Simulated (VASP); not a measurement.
# Ru (P6_3/mmc) in VASP: further runs

Ru is run at these levels: PBE; tasks: single point.

Everything below comes from runs of VASP 6.6.1. Logs are shortened: lines on timing, memory, paths and dates and some standing lists are left out, and cuts for length are marked.

**1. The cell of the first run**

The structure is hexagonal, space group P6_3/mmc (No. 194). Conventional cell: a = 2.787 Å, b = 2.787 Å, c = 4.282 Å, α = 90.00°, β = 90.00°, γ = 120.00°. Within 3.5 Å of Ru (site symmetry -6m2) lie 12 Ru at 2.68 to 2.79 Å.

**2. Single point, PBE (strain +0.030 along x and y, +0.000 along z)**

Input file INCAR:

```
  ALGO = Normal
  EDIFF = 1E-6
  ENCUT = 500
  GGA = PE
  GGA_COMPAT = False
  ISIF = 2
  ISMEAR = 0
  LASPH = True
  LCHARG = False
  LREAL = False
  LWAVE = False
  NBANDS = 21
  NELM = 120
  PREC = Accurate
  SIGMA = 0.15
```

Input file KPOINTS:

```
k-points
0
Gamma
  24 24 12
```

Input file POSCAR:

```
Ru
1.0
    2.7869733142      0.0000000000      0.0000000000
   -1.3934866571      2.4135896898      0.0000000000
    0.0000000000      0.0000000000      4.2819000000
Ru
2
Direct
    0.3333333333      0.6666666667      0.2500000000
    0.6666666667      0.3333333333      0.7500000000
```

Potentials or basis: VASP PAW PBE potentials, release 64 (Ru_pv).

Launch:

```console
$ cat potpaw_PBE.64/Ru_pv/POTCAR > POTCAR
$ mpirun -np 1 vasp_std > vasp.out
```

OUTCAR:

```text
EDIFF = 1E-6
   ENCUT = 500
   GGA = PE
   ISIF = 2
   ISMEAR = 0
   LASPH = True
   LREAL = False
   NELM = 120
   PREC = Accurate

 ion  position               nearest neighbor table
   1  0.333  0.667  0.250-   2 2.68   2 2.68   2 2.68   2 2.68   2 2.68   2 2.68
   2  0.667  0.333  0.750-   1 2.68   1 2.68   1 2.68   1 2.68   1 2.68   1 2.68

  LATTYP: Found a hexagonal cell.
 ALAT       =     2.7869733142
 C/A-ratio  =     1.5363979189

  Lattice vectors:

 A1 = (   2.7869733142,   0.0000000000,   0.0000000000)
 A2 = (  -1.3934866571,   2.4135896898,   0.0000000000)
 A3 = (   0.0000000000,   0.0000000000,   4.2819000000)

Analysis of symmetry for initial positions (statically):
=====================================================================
 Subroutine PRICEL returns:
 Original cell was already a primitive cell.

 Routine SETGRP: Setting up the symmetry group for a
 hexagonal supercell.

 Subroutine GETGRP returns: Found 24 space group operations
 (whereof 12 operations were pure point group operations)
 out of a pool of 24 trial point group operations.

The static configuration has the point symmetry D_3d.
 The point group associated with its full space group is D_6h.

Analysis of symmetry for dynamics (positions and initial velocities):
=====================================================================
 Subroutine PRICEL returns:
 Original cell was already a primitive cell.

 Routine SETGRP: Setting up the symmetry group for a
 hexagonal supercell.

 Subroutine GETGRP returns: Found 24 space group operations
 (whereof 12 operations were pure point group operations)
 out of a pool of 24 trial point group operations.

The dynamic configuration has the point symmetry D_3d.
 The point group associated with its full space group is D_6h.

 Subroutine INISYM returns: Found 24 space group operations
 (whereof 12 operations are pure point group operations),
 and found     1 'primitive' translations

----------------------------------------------------------------------------------------

                                     Primitive cell

  volume of cell :      28.8027

  direct lattice vectors                    reciprocal lattice vectors
     2.786973314  0.000000000  0.000000000     0.358812191  0.207160315  0.000000000
    -1.393486657  2.413589690  0.000000000     0.000000000  0.414320630  0.000000000
     0.000000000  0.000000000  4.281900000     0.000000000  0.000000000  0.233541185

  length of vectors
     2.786973314  2.786973314  4.281900000     0.414320630  0.414320630  0.233541185

  position of ions in fractional coordinates (direct lattice)
     0.333333333  0.666666667  0.250000000
     0.666666667  0.333333333  0.750000000

  ion indices of the primitive-cell ions
   primitive index   ion index
                 1           1
                 2           2

----------------------------------------------------------------------------------------

 KPOINTS: k-points

Automatic generation of k-mesh.
 Grid dimensions read from file:
 generate k-points for:   24   24   12

 Generating k-lattice:

  Cartesian coordinates                     Fractional coordinates (reciprocal lattice)
     0.014950508  0.008631680  0.000000000     0.041666667 -0.000000000  0.000000000
     0.000000000  0.017263360  0.000000000     0.000000000  0.041666667  0.000000000
     0.000000000  0.000000000  0.019461765     0.000000000  0.000000000  0.083333333

  Length of vectors
     0.017263360  0.017263360  0.019461765

  Shift w.r.t. Gamma in fractional coordinates (k-lattice)
     0.000000000  0.000000000  0.000000000

 Subroutine IBZKPT returns following result:
 ===========================================

 Found    427 irreducible k-points:

 Following reciprocal coordinates:
            Coordinates               Weight
  0.000000  0.000000  0.000000      1.000000
  0.041667  0.000000  0.000000      6.000000
  0.083333 -0.000000  0.000000      6.000000
  0.125000 -0.000000  0.000000      6.000000
  0.166667  0.000000  0.000000      6.000000
  0.208333 -0.000000  0.000000      6.000000
[... 16 lines left out ...]
  0.416667  0.041667  0.000000     12.000000
  0.458333  0.041667  0.000000     12.000000
 [... further k-points ...]
   k-points           NKPTS =    427   k-points in BZ     NKDIM =    427   number of bands    NBANDS=     21
   number of dos      NEDOS =    301   number of ions     NIONS =      2
   total plane-waves  NPLWV =  12800
   dimension x,y,z NGX =    20 NGY =   20 NGZ =   32
   dimension x,y,z NGXF=    40 NGYF=   40 NGZF=   64
   ions per type =               2
   NGX,Y,Z   is equivalent  to a cutoff of  11.93, 11.93, 12.42 a.u.
   NGXF,Y,Z  is equivalent  to a cutoff of  23.86, 23.86, 24.85 a.u.
 SYSTEM =  unknown system
   PREC   = accura    normal or accurate (medium, high low for compatibility)
   ISTART =      0    job   : 0-new  1-cont  2-samecut
   ICHARG =      2    charge: 1-file 2-atom 10-const
   ISPIN  =      1    spin polarized calculation?
   LNONCOLLINEAR =      F non collinear calculations
   LSORBIT =      F    spin-orbit coupling
   LASPH  =      T    aspherical Exc in radial PAW
   ENCUT  =  500.0 eV  36.75 Ry    6.06 a.u.   5.08  5.08  7.81*2*pi/ulx,y,z
   NELM   =    120;   NELMIN=  2; NELMDL= -5     # of ELM steps
   EDIFF  = 0.1E-05   stopping-criterion for ELM
   LREAL  =      F    real-space projection
   EDIFFG = 0.1E-04   stopping-criterion for IOM
   NSW    =      0    number of steps for IOM
   IBRION =     -1    ionic relax: 0-MD 1-quasi-New 2-CG
   NFREE  =      0    steps in history (QN), initial steepest desc. (CG)
   ISIF   =      2    stress and relaxation
   ISYM   =      2    0-nonsym 1-usesym 2-fastsym
   POTIM  = 0.5000    time-step for ionic-motion
   TEBEG  =    0.0;   TEEND  =   0.0 temperature during run
   PSTRESS=    0.0 pullay stress
   NELECT =      28.0000    total number of electrons
   NUPDOWN=      -1.0000    fix difference up-down
   EMIN   =  10.00;   EMAX   =-10.00  energy-range for DOS
   EFERMI =   0.00;   METHOD = LEGACY
   ISMEAR =     0;   SIGMA  =   0.15  broadening in eV -4-tet -1-fermi 0-gaus
   EFERMI_NEDOS =   21; number of points for ismear=-14 and -15
   IALGO  =     38    algorithm
   IMIX   =      4    mixing-type and parameters
     AMIX     =   0.40;   BMIX     =  1.00
     AMIX_MAG =   1.60;   BMIX_MAG =  1.00
  volume/ion in A,a.u.               =      14.40        97.19
  Fermi-wavevector in a.u.,A,eV,Ry     =   1.621748  3.064658 35.784208  2.630065
  Thomas-Fermi vector in A             =   2.715473
   LORBIT       =      0    0 simple, 1 ext, 2 COOP (PROOUT), +10 PAW based schemes
   GGA     = PE    functional components
   LHFCALC =     F    Hartree Fock is set to
   AEXX    =    0.0000 exact exchange contribution
   IVDW    =     0    specifies the selected vdW correction
   LEPSILON=     F    determine dielectric tensor
   LRPA    =     F    only Hartree local field effects (RPA)
 non-spin polarized calculation
 Gauss-broadening in eV      SIGMA  =   0.15
  energy-cutoff  :      500.00
  volume of cell :       28.80
 maximum number of plane-waves:       747
   NGX = 11   NGY = 11   NGZ = 15

 number of electron      27.9999996 magnetization

 Free energy of the ion-electron system (eV)
  ---------------------------------------------------
  ext. energy  EPLUGINS =         0.00000000
  ---------------------------------------------------
  free energy    TOTEN  =       -18.41281857 eV

  energy without entropy =      -18.39234989  energy(sigma->0) =      -18.40258423

 E-fermi :  11.8065     XC(G=0): -13.7545

 val. band max:       11.8054276296   @ k =   0.2500   0.0417   0.1667
 cond. band min:      11.8070015219   @ k =   0.3750   0.0417   0.4167
 fundamental gap:      0.0015738924
 Fermi energy:        11.8064603004

 k-point     1 :       0.0000    0.0000    0.0000
  band No.  band energies     occupation
      1     -31.6829      2.00000
      2     -30.9121      2.00000
      3     -30.9121      2.00000
      4     -30.7471      2.00000
      5     -30.7471      2.00000
      6     -30.6828      2.00000
[... 13 lines left out ...]
     20      22.2883      0.00000
     21      22.2959      0.00000

 k-point     2 :       0.0417    0.0000    0.0000
  band No.  band energies     occupation
      1     -31.6780      2.00000
      2     -30.9214      2.00000
      3     -30.9155      2.00000
      4     -30.7571      2.00000
      5     -30.7483      2.00000
      6     -30.6854      2.00000
[... 13 lines left out ...]
     20      22.2883      0.00000
     21      22.2958      0.00000

 k-point     3 :       0.0833   -0.0000    0.0000
  band No.  band energies     occupation
      1     -31.6633      2.00000
      2     -30.9487      2.00000
      3     -30.9254      2.00000
      4     -30.7860      2.00000
      5     -30.7516      2.00000
      6     -30.6934      2.00000
[... 13 lines left out ...]
     20      22.2884      0.00000
     21      22.2954      0.00000

 k-point     4 :       0.1250   -0.0000    0.0000
  band No.  band energies     occupation
      1     -31.6393      2.00000
      2     -30.9922      2.00000
      3     -30.9409      2.00000
      4     -30.8315      2.00000
      5     -30.7572      2.00000
      6     -30.7067      2.00000
[... 13 lines left out ...]
     20      22.2884      0.00000
     21      22.2947      0.00000

 k-point     5 :       0.1667    0.0000    0.0000
  band No.  band energies     occupation
      1     -31.6069      2.00000
      2     -31.0490      2.00000
      3     -30.9606      2.00000
      4     -30.8901      2.00000
      5     -30.7648      2.00000
      6     -30.7252      2.00000
[... 13 lines left out ...]
     20      22.2884      0.00000
     21      22.2938      0.00000

 k-point     6 :       0.2083   -0.0000    0.0000
  band No.  band energies     occupation
      1     -31.5671      2.00000
      2     -31.1154      2.00000
      3     -30.9831      2.00000
      4     -30.9572      2.00000
      5     -30.7741      2.00000
      6     -30.7488      2.00000
[... 13 lines left out ...]
     20      22.2883      0.00000
     21      22.2931      0.00000

 k-point     7 :       0.2500   -0.0000    0.0000
  band No.  band energies     occupation
      1     -31.5214      2.00000
      2     -31.1867      2.00000
      3     -31.0279      2.00000
      4     -31.0067      2.00000
      5     -30.7845      2.00000
      6     -30.7771      2.00000
[... 13 lines left out ...]
     20      22.2882      0.00000
     21      22.2922      0.00000
[... 291 lines left out ...]
      1     -31.4427      2.00000
      2     -31.2912      2.00000
      3     -31.1376      2.00000
      4     -31.0384      2.00000
      5     -30.8289      2.00000
      6     -30.8061      2.00000
[... 13 lines left out ...]
     20      22.2876      0.00000
     21      22.2894      0.00000

 k-point    21 :       0.3333    0.0417    0.0000
  band No.  band energies     occupation
      1     -31.3911      2.00000
      2     -31.3533      2.00000
      3     -31.1923      2.00000
      4     -31.0615      2.00000
      5     -30.8653      2.00000
      6     -30.8162      2.00000
[... 13 lines left out ...]
     20      22.1294      0.00000
     21      22.2928      0.00000

 k-point    22 :       0.3750    0.0417    0.0000
  band No.  band energies     occupation
      1     -31.4040      2.00000
      2     -31.3425      2.00000
      3     -31.2371      2.00000
      4     -31.0794      2.00000
      5     -30.9015      2.00000
      6     -30.8246      2.00000
[... 13 lines left out ...]
     20      22.3006      0.00000
     21      22.3475      0.00000

 k-point    23 :       0.4167    0.0417    0.0000
  band No.  band energies     occupation
      1     -31.4399      2.00000
      2     -31.3023      2.00000
      3     -31.2688      2.00000
      4     -31.0917      2.00000
      5     -30.9329      2.00000
      6     -30.8306      2.00000
[... 13 lines left out ...]
     20      22.2877      0.00000
     21      22.3223      0.00000

 k-point    24 :       0.4583    0.0417    0.0000
  band No.  band energies     occupation
      1     -31.4585      2.00000
      2     -31.2851      2.00000
      3     -31.2784      2.00000
      4     -31.0980      2.00000
      5     -30.9523      2.00000
      6     -30.8337      2.00000
[... 13 lines left out ...]
     20      22.2875      0.00000
     21      22.4415      0.00000

 [... further k-points ...]
[... 5 lines left out ...]
  --------------------------------------------------------------------------------------
  -------------------------------------------------------------------------------------
  Total       -2.7127684     -2.7127684     -1.1137228      0.0000000      0.0000000     -0.0000000
  in kB     -150.9004454   -150.9004454    -61.9519434      0.0000000      0.0000000     -0.0000000
  external PRESSURE =    -121.2509447 kB  Pullay stress =       0.0000000 kB

 VOLUME and BASIS-vectors are now :
 -----------------------------------------------------------------------------
  energy-cutoff  :      500.00
  volume of cell :       28.80
      direct lattice vectors                 reciprocal lattice vectors
     2.786973314  0.000000000  0.000000000     0.358812191  0.207160315  0.000000000
    -1.393486657  2.413589690  0.000000000     0.000000000  0.414320630  0.000000000
     0.000000000  0.000000000  4.281900000     0.000000000  0.000000000  0.233541185

 POSITION                                       TOTAL-FORCE (eV/Angst)
 -----------------------------------------------------------------------------------
     -0.00000      1.60906      1.07048        -0.000000      0.000000      0.000000
      1.39349      0.80453      3.21143         0.000000     -0.000000      0.000000
 -----------------------------------------------------------------------------------
    total drift:                               -0.000000      0.000000     -0.000000

  FREE ENERGIE OF THE ION-ELECTRON SYSTEM (eV)
  ---------------------------------------------------
  free  energy   TOTEN  =       -18.4128185699 eV

  energy  without entropy=      -18.3923498934  energy(sigma->0) =      -18.40258423
```

Wall time 76 s (1 thread of Intel Xeon 6975P-C (Granite Rapids), shared host); peak memory 0.29 GiB.

What came out:

| Item | Value |
| --- | --- |
| Free energy | -18.4128 eV |
| Pressure | -12.1 GPa |
| Band gap on the k mesh | zero (band 14 reaches 13.12 eV, above the bottom of band 15 at 10.21 eV) |

Stress tensor (GPa, compression positive):
```
-15.09   0.00   0.00
  0.00 -15.09   0.00
  0.00   0.00  -6.20
```

Levels at points of the mesh, in eV from the Fermi level:
```tsv
k point	band 11	band 12	band 13	band 14	band 15	band 16	band 17	band 18
(0.00, 0.00, 0.00)	-1.97	-1.73	-1.73	-1.49	-1.49	1.07	1.07	1.56
(0.50, 0.00, 0.00)	-1.80	-1.77	-1.27	1.10	1.54	1.83	3.67	5.59
(0.00, 0.00, 0.50)	-2.64	-2.64	-2.39	-2.39	0.50	0.50	0.50	0.50
(0.50, 0.00, 0.50)	-1.08	-1.08	0.38	0.38	1.38	1.38	3.14	3.14
```

Caveat: the cell differs from its parent crystal (strain +0.030 along x and y, +0.000 along z).

(Continued in part 2 of 2.)
